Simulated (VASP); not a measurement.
Runs of VASP 6.6.1 on HfN. The structure is that of space group Fm-3m (No. 225), or close to it. The cells are those of the table. 

```tsv
cell	gap on the mesh (eV)	pressure (GPa)
a = 3.175, b = 3.215, c = 3.195 Å, angles 59.4, 60.6, 60.0°, 2 atoms	none	(a)
a = 3.171, b = 3.219, c = 3.195 Å, angles 59.3, 60.7, 60.0°, 2 atoms	none	-4.7
a = 3.167, b = 3.223, c = 3.195 Å, angles 59.1, 60.9, 60.0°, 2 atoms	none	(b)
a = 3.211, b = 3.179, c = 3.195 Å, angles 60.5, 59.5, 60.0°, 2 atoms	none	-5.0
a = 3.187, b = 3.203, c = 3.195 Å, angles 59.8, 60.2, 60.0°, 2 atoms	none	-5.1
```

Alike in all rows: task single point; level PBEsol; potentials or basis VASP PAW PBE potentials, release 64 (Hf_pv, N); no spin polarisation; k mesh 18 × 18 × 18; cutoff (eV) 520; smearing gaussian 0.15 eV.

Question: Estimate the missing entries.

Answer: (a) -4.8; (b) -4.5.

Caveats: the PAW data sets were made with another functional, which shifts forces and pressure a little; spin-orbit coupling is left out, which moves the levels of the heavy elements; the stress differs along the axes, from -11 to 1 GPa (at least some runs); the stress differs along the axes, from -12 to 3 GPa (at least some runs); the stress differs along the axes, from -13 to 4 GPa (at least some runs); the stress differs along the axes, from -10 to -0 GPa (at least some runs); the cell stands under tension (at least some runs).

A k mesh can miss the band edges, and the runs leave out spin-orbit coupling on Hf.

A gap of «none» marks levels without a gap at the run's occupations.
